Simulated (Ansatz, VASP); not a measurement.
# Gd: VASP beside Ansatz

```
CELL_PARAMETERS angstrom
-2.06265 2.06265 2.06265
2.06265 -2.06265 2.06265
2.06265 2.06265 -2.06265
ATOMIC_POSITIONS crystal
Gd 0.00000 0.00000 0.00000
```

Change from the starting cell: volume scaled by 1.06.

Alike in both runs: task single point; functional PBE; k mesh 13 × 13 × 13; occupations fermi-dirac, width 0.05 eV; collinear spin.

|  | VASP | Ansatz |
| --- | --- | --- |
| version | VASP 6.6.1 | Ansatz 0.2.0 |
| potentials or method | VASP PAW PBE potentials, release 64 (Gd), cutoff 520 eV | all-electron LAPW, scalar-relativistic |

Ansatz gave:

```
pressure (GPa)                                                : -1.7
net moment per atom (μB)                                      : 7.65
size of the moment on the site where the two differ most (μB) : 7.46
```

Question: Estimate VASP's values.

Answer: Pressure (GPa): -1.7; net moment per atom (μB): 7.66; size of the moment on the site where the two differ most (μB): 7.00.

Site moments also hang on the region over which each program counts them. Ansatz ran all-electron here, and VASP with PAW potentials.

Spin-orbit coupling is off throughout.
